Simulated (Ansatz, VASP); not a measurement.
# Two plane-wave programs on Al2O3

```
CELL_PARAMETERS angstrom
2.38665 1.37793 4.33772
-2.38665 1.37793 4.33772
0.00000 -2.75587 4.33772
ATOMIC_POSITIONS crystal
Al 0.84435 0.84435 0.84435
Al 0.65565 0.65565 0.65565
Al 0.15565 0.15565 0.15565
Al 0.34435 0.34435 0.34435
O 0.05586 0.44414 0.75000
O 0.75000 0.05586 0.44414
O 0.44414 0.75000 0.05586
O 0.94414 0.55586 0.25000
O 0.25000 0.94414 0.55586
O 0.55586 0.25000 0.94414
```

Alike in both runs: task single point; functional PBEsol; k mesh 6 × 6 × 6; occupations gaussian, width 0.05 eV; no spin polarisation.

```csv
,VASP,Ansatz
version,VASP 6.6.1,Ansatz 0.2.0
potentials or method,"VASP PAW PBE potentials, release 64 (Al, O), cutoff 520 eV","scalar-relativistic, plane waves, PAW"
valence electrons in the cell,48,48
```

Ansatz gave:

```
gap on the k mesh at the Fermi level (eV)                     : 6.21
least direct gap on the mesh (eV)                             : 6.21
pressure (GPa)                                                : 1.5
traceless stress, the component that is largest in VASP (GPa) : 6.24
rms of the force components (eV/Å)                            : 0.746
```

Q: Which values does VASP return?

A: gap on the k mesh at the Fermi level (eV): 6.22; least direct gap on the mesh (eV): 6.22; pressure (GPa): 1.7; traceless stress, the component that is largest in VASP (GPa): 6.29; rms of the force components (eV/Å): 0.759.

VASP's potentials were made for PBE, not for PBEsol, and Ansatz warns of the same on its side. Atom by atom the forces differ by 0.013 eV/Å (rms over components).
